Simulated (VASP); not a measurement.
Here is a VASP 6.6.1 calculation.

File POSCAR:

```
BP
1.0
    0.0000000000      1.9359824443      1.9359824443
    1.9359824443      0.0000000000      1.9359824443
    1.9359824443      1.9359824443      0.0000000000
B P
1 1
Direct
    0.0000000000      0.0000000000      0.0000000000
    0.5000000000      0.5000000000      0.5000000000
```

File INCAR.step1:

```
SYSTEM = BP
PREC = Accurate
ENCUT = 520
ISMEAR = -1
SIGMA = 0.1
LREAL = .False.
LASPH = .True.
NELM = 60
NBANDS = 11
GGA = PE
ALGO = Normal
EDIFF = 1E-4
LWAVE = .True.
LCHARG = .False.
```

The input INCAR.step2:

```
SYSTEM = BP
PREC = Accurate
ENCUT = 520
EDIFF = 1E-6
ISMEAR = -1
SIGMA = 0.1
LREAL = .False.
LASPH = .True.
NELM = 60
ALGO = Normal
ISIF = 2
LWAVE = .False.
LCHARG = .True.
METAGGA = R2SCAN
LMIXTAU = .True.
LELF = .True.
LVHAR = .True.
NBANDS = 11
ISTART = 1
```

The input KPOINTS:

```
Automatic mesh
0
Gamma
  17 17 17
  0 0 0
```

Potentials or basis: VASP PAW PBE potentials, release 64 (B, P).

Command:

```bash
$ cat potpaw_PBE.64/B/POTCAR potpaw_PBE.64/P/POTCAR > POTCAR
$ cp INCAR.step1 INCAR
$ mpirun -np 1 vasp_std > vasp.out
$ cp INCAR.step2 INCAR
$ mpirun -np 1 vasp_std > vasp.out
```

Q: Estimate the band gap on the k mesh.

A: Zero (band 4 reaches 16.15 eV, above the bottom of band 5 at 13.07 eV).

Q: Predict the pressure.

A: 94.3 GPa.

Caveat: the PAW data sets were made with another functional, which shifts forces and pressure a little.
